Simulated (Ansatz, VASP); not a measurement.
**Si3N4 in VASP and in Ansatz**

```xyz
14
Lattice="0.0000 3.9710 3.9710 3.9710 0.0000 3.9710 3.9710 3.9710 0.0000" Properties=species:S:1:pos:R:3 pbc="T T T"
Si    2.9783    2.9783    0.9928
Si    2.9783    0.9928    2.9783
Si    0.9928    2.9783    2.9783
Si    0.9928    0.9928    0.9928
Si    5.9565    5.9565    5.9565
Si    3.9710    3.9710    3.9710
N     2.9161    2.9161    2.9161
N     7.0114    4.9016    4.9016
N     4.9016    4.9016    7.0114
N     4.9016    7.0114    4.9016
N     5.0259    5.0259    2.9161
N     5.0259    2.9161    5.0259
N     7.0114    7.0114    7.0114
N     2.9161    5.0259    5.0259
```

Alike in both runs: functional PBE; k mesh 6 × 6 × 6; occupations gaussian, width 0.02 eV; no spin polarisation.

Ansatz relaxed the structure, and its values are those at the end. VASP's run is a single point on that final structure, the one shown.

|  | VASP | Ansatz |
| --- | --- | --- |
| version | VASP 6.6.1 | Ansatz 0.2.0 |
| potentials or method | VASP PAW PBE potentials, release 64 (Si, N), cutoff 520 eV | scalar-relativistic, plane waves, PAW |
| valence electrons in the cell | 64 | 64 |

|  | VASP | Ansatz | Ansatz less VASP |
| --- | --- | --- | --- |
| gap on the k mesh at the Fermi level (eV) | 3.11 | 3.12 | +0.011 |
| least direct gap on the mesh (eV) | 3.17 | 3.18 | +0.010 |
| pressure (GPa) | -15.2 | -15.1 | +0.12 |

Ansatz's warnings: stress scf threshold loose.
